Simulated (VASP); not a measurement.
# Cd (Fmmm) in VASP: single point with r2SCAN

Aim: the single point of Cd with r2SCAN.

Everything below comes from runs of VASP 6.6.1. Logs are shortened: lines on timing, memory, paths and dates and some standing lists are left out, and cuts for length are marked.

### Step 1. The cell of the first run

It takes space group Fmmm (No. 69, orthorhombic). Conventional cell: a = 2.901 Å, b = 5.163 Å, c = 6.134 Å, α = 90.00°, β = 90.00°, γ = 90.00°. Within 3.8 Å of Cd (site symmetry mmm) lie 10 Cd at 2.90 to 3.39 Å.

### Step 2. Single point, r2SCAN

File POSCAR:

```
Cd
1.0
    3.0671258679     -1.4504487196      0.0000000000
    3.0671258679      1.4504487196      0.0000000000
    0.0000000000      0.0000000000     10.3259212207
Cd
4
Direct
    0.7500009203      0.2499990797      0.1250000608
    0.7499990797      0.2500009203      0.6250000608
    0.2499990797      0.7500009203      0.8749999392
    0.2500009203      0.7499990797      0.3749999392
```

File INCAR.step1:

```
  ALGO = Normal
  EDIFF = 1E-4
  ENCUT = 520
  GGA = PE
  ISMEAR = 0
  LASPH = True
  LCHARG = False
  LREAL = False
  LWAVE = True
  NBANDS = 32
  NELM = 60
  PREC = Accurate
  SIGMA = 0.1
```

File INCAR.step2:

```
  ALGO = Normal
  EDIFF = 1E-6
  ENCUT = 520
  ISIF = 2
  ISMEAR = 0
  ISTART = 1
  LASPH = True
  LCHARG = False
  LMIXTAU = True
  LREAL = False
  LWAVE = False
  METAGGA = R2SCAN
  NBANDS = 32
  NELM = 60
  PREC = Accurate
  SIGMA = 0.1
```

File KPOINTS:

```
k-points
0
Gamma
  6 6 2
```

Potentials or basis: VASP PAW PBE potentials, release 64 (Cd).

The run is started by

```bash
$ cat potpaw_PBE.64/Cd/POTCAR > POTCAR
$ cp INCAR.step1 INCAR
$ mpirun -np 1 vasp_std > vasp.out
$ cp INCAR.step2 INCAR
$ mpirun -np 1 vasp_std > vasp.out
```

OUTCAR:

```text
EDIFF = 1E-6
   ENCUT = 520
   ISIF = 2
   ISMEAR = 0
   ISTART = 1
   LASPH = True
   LREAL = False
   METAGGA = R2SCAN
   NELM = 60
   PREC = Accurate

 ion  position               nearest neighbor table
   1  0.750  0.250  0.125-   3 2.96   4 2.96   4 2.96   3 2.96
   2  0.750  0.250  0.625-   4 2.96   3 2.96   3 2.96   4 2.96
   3  0.250  0.750  0.875-   1 2.96   2 2.96   2 2.96   1 2.96
   4  0.250  0.750  0.375-   2 2.96   1 2.96   1 2.96   2 2.96

  LATTYP: Found a base centered orthorhombic cell.
 ALAT       =     2.9008974392
 B/A-ratio  =     2.1146048298
 C/A-ratio  =     3.5595609418

  Lattice vectors:

 A1 = (  -3.0671258679,  -1.4504487196,   0.0000000000)
 A2 = (   3.0671258679,  -1.4504487196,   0.0000000000)
 A3 = (   0.0000000000,   0.0000000000,  10.3259212207)

Analysis of symmetry for initial positions (statically):
=====================================================================
 Subroutine PRICEL returns following result:

  LATTYP: Found a face centered orthorhombic cell.
 ALAT       =     2.9009001089
 B/A-ratio  =     1.7797788330
 C/A-ratio  =     2.1146009377

  Lattice vectors:

 A1 = (   3.0671202225,  -0.0000026697,  -2.5814815608)
 A2 = (   3.0671202225,  -1.4504513893,  -0.0000025113)
 A3 = (  -0.0000056454,  -1.4504513893,  -2.5814815608)

   4 primitive cells build up your supercell.

 Routine SETGRP: Setting up the symmetry group for a
 base centered orthorhombic supercell.

 Subroutine GETGRP returns: Found  8 space group operations
 (whereof  4 operations were pure point group operations)
 out of a pool of  8 trial point group operations.

The static configuration has the point symmetry C_2h.
 The point group associated with its full space group is D_2h.

Analysis of symmetry for dynamics (positions and initial velocities):
=====================================================================
 Subroutine PRICEL returns following result:

  LATTYP: Found a face centered orthorhombic cell.
 ALAT       =     2.9009001089
 B/A-ratio  =     1.7797788330
 C/A-ratio  =     2.1146009377

  Lattice vectors:

 A1 = (   3.0671202225,  -0.0000026697,  -2.5814815608)
 A2 = (   3.0671202225,  -1.4504513893,  -0.0000025113)
 A3 = (  -0.0000056454,  -1.4504513893,  -2.5814815608)

   4 primitive cells build up your supercell.

 Routine SETGRP: Setting up the symmetry group for a
 base centered orthorhombic supercell.

 Subroutine GETGRP returns: Found  8 space group operations
 (whereof  4 operations were pure point group operations)
 out of a pool of  8 trial point group operations.

The dynamic configuration has the point symmetry C_2h.
 The point group associated with its full space group is D_2h.

 Subroutine INISYM returns: Found  8 space group operations
 (whereof  4 operations are pure point group operations),
 and found     4 'primitive' translations

----------------------------------------------------------------------------------------

                                     Primitive cell

  volume of cell :      22.9685

  direct lattice vectors                    reciprocal lattice vectors
     3.067120223 -0.000002670 -2.581481561     0.163019289  0.344720441 -0.193687676
     3.067120223 -1.450451389 -0.000002511     0.163019147 -0.344721076  0.193687319
    -0.000005645 -1.450451389 -2.581481561    -0.163019447 -0.344720106 -0.193686963

  length of vectors
     4.008899289  3.392791725  2.961056616     0.427694268  0.427694564  0.427693735

  position of ions in fractional coordinates (direct lattice)
     0.999999514  0.000001407  0.499999514

  ion indices of the primitive-cell ions
   primitive index   ion index
                 1           1

----------------------------------------------------------------------------------------

 KPOINTS: k-points

Automatic generation of k-mesh.
 Grid dimensions read from file:
 generate k-points for:    6    6    2

 Generating k-lattice:

  Cartesian coordinates                     Fractional coordinates (reciprocal lattice)
     0.027169845 -0.057453485  0.000000000     0.166666667  0.000000000  0.000000000
     0.027169845  0.057453485  0.000000000     0.000000000  0.166666667  0.000000000
     0.000000000  0.000000000  0.048421830     0.000000000  0.000000000  0.500000000

  Length of vectors
     0.063553941  0.063553941  0.048421830

  Shift w.r.t. Gamma in fractional coordinates (k-lattice)
     0.000000000  0.000000000  0.000000000

 Subroutine IBZKPT returns following result:
 ===========================================

 Found     26 irreducible k-points:

 Following reciprocal coordinates:
            Coordinates               Weight
  0.000000  0.000000  0.000000      1.000000
  0.166667  0.000000  0.000000      4.000000
  0.333333  0.000000  0.000000      4.000000
  0.500000  0.000000  0.000000      2.000000
  0.166667  0.166667  0.000000      2.000000
  0.333333  0.166667  0.000000      4.000000
[... 16 lines left out ...]
  0.333333  0.333333  0.500000      2.000000
  0.500000  0.333333  0.500000      4.000000
 [... further k-points ...]
   k-points           NKPTS =     26   k-points in BZ     NKDIM =     26   number of bands    NBANDS=     32
   number of dos      NEDOS =    301   number of ions     NIONS =      4
   total plane-waves  NPLWV =  62720
   dimension x,y,z NGX =    28 NGY =   28 NGZ =   80
   dimension x,y,z NGXF=    56 NGYF=   56 NGZF=  160
   ions per type =               4
   NGX,Y,Z   is equivalent  to a cutoff of  13.72, 13.72, 12.88 a.u.
   NGXF,Y,Z  is equivalent  to a cutoff of  27.44, 27.44, 25.76 a.u.
 SYSTEM =  unknown system
   PREC   = accura    normal or accurate (medium, high low for compatibility)
   ISTART =      1    job   : 0-new  1-cont  2-samecut
   ICHARG =      0    charge: 1-file 2-atom 10-const
   ISPIN  =      1    spin polarized calculation?
   LNONCOLLINEAR =      F non collinear calculations
   LSORBIT =      F    spin-orbit coupling
   LASPH  =      T    aspherical Exc in radial PAW
   ENCUT  =  520.0 eV  38.22 Ry    6.18 a.u.   6.31  6.31 19.20*2*pi/ulx,y,z
   NELM   =     60;   NELMIN=  2; NELMDL=  0     # of ELM steps
   EDIFF  = 0.1E-05   stopping-criterion for ELM
   LREAL  =      F    real-space projection
   EDIFFG = 0.1E-04   stopping-criterion for IOM
   NSW    =      0    number of steps for IOM
   IBRION =     -1    ionic relax: 0-MD 1-quasi-New 2-CG
   NFREE  =      0    steps in history (QN), initial steepest desc. (CG)
   ISIF   =      2    stress and relaxation
   ISYM   =      2    0-nonsym 1-usesym 2-fastsym
   POTIM  = 0.5000    time-step for ionic-motion
   TEBEG  =    0.0;   TEEND  =   0.0 temperature during run
   PSTRESS=    0.0 pullay stress
   NELECT =      48.0000    total number of electrons
   NUPDOWN=      -1.0000    fix difference up-down
   EMIN   =  10.00;   EMAX   =-10.00  energy-range for DOS
   EFERMI =   0.00;   METHOD = LEGACY
   ISMEAR =     0;   SIGMA  =   0.10  broadening in eV -4-tet -1-fermi 0-gaus
   EFERMI_NEDOS =   21; number of points for ismear=-14 and -15
   IALGO  =     38    algorithm
   IMIX   =      4    mixing-type and parameters
     AMIX     =   0.40;   BMIX     =  1.00
     AMIX_MAG =   1.60;   BMIX_MAG =  1.00
  volume/ion in A,a.u.               =      22.97       155.00
  Fermi-wavevector in a.u.,A,eV,Ry     =   1.318533  2.491666 23.654125  1.738529
  Thomas-Fermi vector in A             =   2.448496
   LORBIT       =      0    0 simple, 1 ext, 2 COOP (PROOUT), +10 PAW based schemes
   METAGGA = R2SCAN    functional components
   LHFCALC =     F    Hartree Fock is set to
   AEXX    =    0.0000 exact exchange contribution
   IVDW    =     0    specifies the selected vdW correction
   LEPSILON=     F    determine dielectric tensor
   LRPA    =     F    only Hartree local field effects (RPA)
 non-spin polarized calculation
 Gauss-broadening in eV      SIGMA  =   0.10
  energy-cutoff  :      520.00
  volume of cell :       91.87
 maximum number of plane-waves:      2514
 NGX is ok and might be reduce to    28
   NGX = 13   NGY = 13   NGZ = 39

 number of electron      47.9999990 magnetization

 Free energy of the ion-electron system (eV)
  ---------------------------------------------------
  ext. energy  EPLUGINS =         0.00000000
  ---------------------------------------------------
  free energy    TOTEN  =       -80.33300524 eV

  energy without entropy =      -80.32476254  energy(sigma->0) =      -80.32888389

 E-fermi :   2.3268     XC(G=0): -11.3729

 val. band max:        2.2493536028   @ k =  -0.3333   0.1667   0.0000
 cond. band min:       2.3289904275   @ k =   0.3333   0.1667   0.0000
 fundamental gap:      0.0796368247
 Fermi energy:         2.3268377624

 k-point     1 :       0.0000    0.0000    0.0000
  band No.  band energies     occupation
      1      -7.8721      2.00000
      2      -7.7039      2.00000
      3      -7.5692      2.00000
      4      -7.5692      2.00000
      5      -7.1983      2.00000
      6      -7.1836      2.00000
[... 24 lines left out ...]
     31      15.1078      0.00000
     32      15.7778      0.00000

 k-point     2 :       0.1667    0.0000    0.0000
  band No.  band energies     occupation
      1      -7.5289      2.00000
      2      -7.5084      2.00000
      3      -7.3597      2.00000
      4      -7.3597      2.00000
      5      -7.1863      2.00000
      6      -7.1863      2.00000
[... 24 lines left out ...]
     31      11.6477      0.00000
     32      13.2578      0.00000
[... 733 lines left out ...]
     31      13.0289      0.00000
     32      13.0289      0.00000

 k-point    24 :       0.5000    0.3333    0.5000
  band No.  band energies     occupation
      1      -7.5663      2.00000
      2      -7.5663      2.00000
      3      -7.4668      2.00000
      4      -7.4668      2.00000
      5      -7.3499      2.00000
      6      -7.3499      2.00000
[... 24 lines left out ...]
     31       9.2208      0.00000
     32       9.2208      0.00000

 [... further k-points ...]

------------------------ aborting loop because EDIFF is reached ----------------------------------------

  FORCE on cell =-STRESS in cart. coord.  units (eV):
  Direction    XX          YY          ZZ          XY          YZ          ZX
  --------------------------------------------------------------------------------------
  -------------------------------------------------------------------------------------
  Total        0.0441971      0.2308117      0.3078112      0.0000000      0.0000000      0.0000000
  in kB        0.7707461      4.0250908      5.3678737      0.0000000      0.0000000      0.0000000
  external PRESSURE =       3.3879035 kB  Pullay stress =       0.0000000 kB

 VOLUME and BASIS-vectors are now :
 -----------------------------------------------------------------------------
  energy-cutoff  :      520.00
  volume of cell :       91.87
      direct lattice vectors                 reciprocal lattice vectors
     3.067125868 -1.450448720  0.000000000     0.163019068 -0.344720908  0.000000000
     3.067125868  1.450448720  0.000000000     0.163019068  0.344720908  0.000000000
     0.000000000  0.000000000 10.325921221     0.000000000  0.000000000  0.096843660

 POSITION                                       TOTAL-FORCE (eV/Angst)
 -----------------------------------------------------------------------------------
      3.06713     -0.72523      1.29074         0.000000     -0.000000     -0.000000
      3.06713     -0.72522      6.45370        -0.000000     -0.000000      0.000000
      3.06713      0.72523      9.03518         0.000000      0.000000     -0.000000
      3.06713      0.72522      3.87222        -0.000000     -0.000000      0.000000
 -----------------------------------------------------------------------------------
    total drift:                               -0.000000      0.002676      0.001624

  FREE ENERGIE OF THE ION-ELECTRON SYSTEM (eV)
  ---------------------------------------------------
  free  energy   TOTEN  =       -80.3330052395 eV

  energy  without entropy=      -80.3247625425  energy(sigma->0) =      -80.32888389
```

Wall time 2.8 min (1 thread of Intel Xeon 6975P-C (Granite Rapids), shared host); peak memory 0.27 GiB.

What came out:

```
Free energy            : -80.3330 eV
Pressure               : 0.3 GPa
Band gap on the k mesh : zero (bands 24 and 25 overlap by 2.79 eV)
```

Stress tensor (GPa, compression positive):
```
0.08 0.00 0.00
0.00 0.40 0.00
0.00 0.00 0.54
```

Caveat: the k points lie up to 0.40 Å⁻¹ apart, too coarse for converged energies and pressures of a metal; the PAW data sets were made with another functional, which shifts forces and pressure a little.

The gap in the log of VASP goes by the Fermi energy; the results here count the filled bands.